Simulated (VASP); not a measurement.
Here is a VASP 6.6.1 calculation.

INCAR

```
PREC = Accurate
ENCUT = 500
EDIFF = 1E-6
ISMEAR = 0
SIGMA = 0.05
LREAL = F
LASPH = T
NELM = 120
ALGO = Normal
ISIF = 2
LWAVE = F
LCHARG = F
GGA = PE
NBANDS = 17
GGA_COMPAT = F
```

Contents of KPOINTS:

```
regular mesh
0
Gamma
  4 4 4
```

File POSCAR:

```
TlBr
1.0
    3.9949064678      0.0000000000      0.0000000000
    0.0000000000      3.9949064678      0.0000000000
    0.0000000000      0.0000000000      3.9949064678
Tl Br
1 1
Direct
    0.0000000000      0.0000000000      0.0000000000
    0.5000000000      0.5000000000      0.5000000000
```

Potentials or basis: VASP PAW PBE potentials, release 64 (Tl_d, Br).

Command:

```console
$ cat potpaw_PBE.64/Tl_d/POTCAR potpaw_PBE.64/Br/POTCAR > POTCAR
$ mpirun -np 1 vasp_std > vasp.out
```

**Question.** What does it give for the pressure?

**Answer.** 1.0 GPa.

**Question.** Estimate the band gap on the k mesh.

**Answer.** 1.88 eV.

Caveat: spin-orbit coupling is left out, which moves the levels of the heavy elements. A k mesh can miss the band edges.
